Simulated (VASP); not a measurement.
Write the native input for VASP 6.6.1 that does the following.

```yaml
Task: electric field gradients
Functional: LDA
Potentials_or_basis: VASP PAW LDA potentials, release 64 (Hg, Te)
Cutoff: 520 eV
k_mesh: 11 × 11 × 11
Occupations: fermi-dirac, width 0.03 eV
Spin: no spin polarisation
Dipole_correction: no
Further_INCAR_settings: ALGO = Normal; EDIFF = 1e-08; NBANDS = 16
```

The structure of HgTe lies in POSCAR:

```
HgTe
1.0
    0.0000000000      3.2235000000      3.1267950000
    3.2235000000      0.0000000000      3.1267950000
    3.2235000000      3.2235000000      0.0000000000
Hg Te
1 1
Direct
    0.0000000000      0.0000000000      0.0000000000
    0.7500000000      0.7500000000      0.7500000000
```

This cell differs from its parent crystal: zz strain of -3 %.

The input as run:

INCAR

```
SYSTEM = HgTe
PREC = Accurate
ENCUT = 520
EDIFF = 1E-8
ISMEAR = -1
SIGMA = 0.03
LREAL = .FALSE.
LASPH = .TRUE.
NELM = 60
ALGO = Normal
ISIF = 2
LWAVE = .FALSE.
LCHARG = .FALSE.
GGA = CA
LEFG = .TRUE.
NBANDS = 16
```

KPOINTS

```
Automatic mesh
0
G
  11 11 11
  0 0 0
```

Potentials or basis: VASP PAW LDA potentials, release 64 (Hg, Te).

Run with:

```console
$ cat potpaw_LDA.64/Hg/POTCAR potpaw_LDA.64/Te/POTCAR > POTCAR
$ mpirun -np 1 vasp_std > vasp.out
```

Results of the run:

The pressure is 1.5 GPa and the band gap on the k mesh is 0.10 eV. The largest electric field gradient by atom is Hg +20.3; Te -14.6 V/Å².

Caveat: the cell differs from its parent crystal (zz strain of -3 %); without QUAD_EFG the Cq values of the log hold for a quadrupole moment of 1 mb, not for the nuclei; spin-orbit coupling is left out, which moves the levels of the heavy elements; an odd mesh through Γ misses points on the zone boundary, where band edges can lie.

Wall time 2.1 min on 1 thread of Intel Xeon 8259CL (shared host), peak memory 0.27 GiB.
